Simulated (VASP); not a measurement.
Wanted: the native input for a VASP 6.6.1 run.

```
Task                               : single point
Functional                         : HSE06
Potentials or basis                : VASP PAW PBE potentials, release 64 (Al, Ga_d, N)
Cutoff                             : 520 eV
k mesh                             : 1 × 1 × 1, shifted
Occupations                        : fermi-dirac, width 0.01 eV
Spin                               : no spin polarisation
Dipole correction                  : no
Grid for exact exchange (PRECFOCK) : Fast
Further INCAR settings             : LREAL = Auto; ALGO = Normal; EDIFF = 1e-06; NBANDS = 91; ISYM = -1
Share of exact exchange            : 0.25
Screening parameter                : 0.2079 1/Å
```

The system is Al15GaN16 (a cell with a defect).

```
Al Ga N
1.0
     6.25951    0.00000    0.00000
    -3.12976    5.42090    0.00000
     0.00000    0.00000   10.03481
Al Ga N
15 1 16
Cartesian
  1.5718 0.9067 2.4943
  1.5731 0.9067 7.5333
  0.0001 1.8149 10.0305
  0.0070 3.6231 2.4930
  -1.5647 4.5277 5.0164
  0.0041 3.6257 7.5346
  -1.5660 4.5244 10.0326
  4.6962 0.9038 2.4924
  3.1273 1.8125 5.0155
  4.6935 0.9068 7.5345
  3.1303 1.8163 10.0323
  3.1361 3.6178 2.5049
  1.5722 4.5213 5.0186
  3.1346 3.6183 7.5233
  1.5678 4.5233 10.0310
  -0.0104 1.8207 5.0111
  1.5831 0.9001 4.3932
  0.0145 1.8057 1.9021
  1.5572 0.9158 9.4346
  0.0137 1.8077 6.9752
  -0.0026 3.6758 4.3936
  -1.5512 4.5145 1.8975
  -0.0101 3.6302 9.4359
  -1.5497 4.5167 6.9207
  4.6471 0.8879 4.3931
  3.1451 1.8080 1.8970
  4.6823 0.9149 9.4351
  3.1444 1.8048 6.9198
  3.1239 3.6246 4.4124
  1.5850 4.5132 1.8951
  3.1207 3.6264 9.4253
  1.5800 4.5171 6.9235
```

One way to write it, as run:

POSCAR

```
Al15GaN16
1.0
    6.2595139128      0.0000000578      0.0000000000
   -3.1297570064      5.4208980350      0.0000000000
    0.0000000000      0.0000000000     10.0348065929
Al Ga N
15 1 16
Direct
    0.3347338190      0.1672689971      0.2485687292
    0.3349346125      0.1672524408      0.7507160613
    0.1674125858      0.3348039512      0.9995708459
    0.3353054107      0.6683614044      0.2484338118
    0.1676456948      0.8352245131      0.4999024258
    0.3350759617      0.6688336446      0.7508429339
    0.1671292530      0.8346150756      0.9997803008
    0.8336150208      0.1667213108      0.2483793233
    0.6667827506      0.3343463274      0.4998087776
    0.8334531705      0.1672759097      0.7508365848
    0.6676217221      0.3350577011      0.9997515466
    0.8347026702      0.6673737831      0.2496200165
    0.6681996025      0.8340523218      0.5001184224
    0.8345119006      0.6674721421      0.7497185217
    0.6676844964      0.8344200163      0.9996206534
    0.1662724720      0.3358608125      0.4993697228
    0.3359245766      0.1660419450      0.4377927589
    0.1688634801      0.3331085126      0.1895525706
    0.3332422104      0.1689462107      0.9401865169
    0.1689196071      0.3334759490      0.6950985641
    0.3386237734      0.6780732235      0.4378324901
    0.1685856365      0.8328002245      0.1890927736
    0.3332158244      0.6696598401      0.9403161621
    0.1690268387      0.8332079388      0.6896743586
    0.8243047282      0.1637834147      0.4377899246
    0.6692138212      0.3335270555      0.1890466137
    0.8324205393      0.1687787866      0.9402385937
    0.6688175963      0.3329408082      0.6895828455
    0.8333791710      0.6686348615      0.4397122727
    0.6694881668      0.8325514337      0.1888554509
    0.8330341392      0.6689708821      0.9392620454
    0.6690555113      0.8332723675      0.6899463370
```

INCAR.step1

```
SYSTEM = Al15GaN16
PREC = Accurate
ENCUT = 520
EDIFF = 1E-5
ISMEAR = -1
SIGMA = 0.01
LREAL = Auto
LASPH = .True.
NELM = 120
ALGO = Normal
ISIF = 2
LWAVE = .True.
LCHARG = .False.
NBANDS = 91
GGA = PE
GGA_COMPAT = .False.
ISYM = -1
```

INCAR.step2

```
SYSTEM = Al15GaN16
PREC = Accurate
ENCUT = 520
EDIFF = 1E-6
ISMEAR = -1
SIGMA = 0.01
LREAL = Auto
LASPH = .True.
NELM = 120
ALGO = Normal
ISIF = 2
LWAVE = .False.
LCHARG = .False.
GGA = PE
LHFCALC = .True.
HFSCREEN = 0.2079
PRECFOCK = Fast
NBANDS = 91
ISTART = 1
GGA_COMPAT = .False.
ISYM = -1
```

KPOINTS

```
explicit points
1
Reciprocal
  0.25000000   0.25000000   0.25000000 1
```

Potentials or basis: VASP PAW PBE potentials, release 64 (Al, Ga_d, N).

Launch:

```console
$ cat potpaw_PBE.64/Al/POTCAR potpaw_PBE.64/Ga_d/POTCAR potpaw_PBE.64/N/POTCAR > POTCAR
$ cp INCAR.step1 INCAR
$ mpirun -np 1 vasp_std > vasp.out
$ cp INCAR.step2 INCAR
$ mpirun -np 1 vasp_std > vasp.out
```

It gave:

```
Pressure               : -5.1 GPa
Largest force          : 0.123 eV/Å
Band gap on the k mesh : 7.19 eV
```

Caveat: the PAW data sets were made with another functional, which shifts forces and pressure a little.

Wall time 5.1 min on 1 thread of Intel(R) Xeon(R) Platinum 8259CL CPU @ 2.50GHz (Skylake/Cascade Lake), on a shared host, peak memory 0.57 GiB.
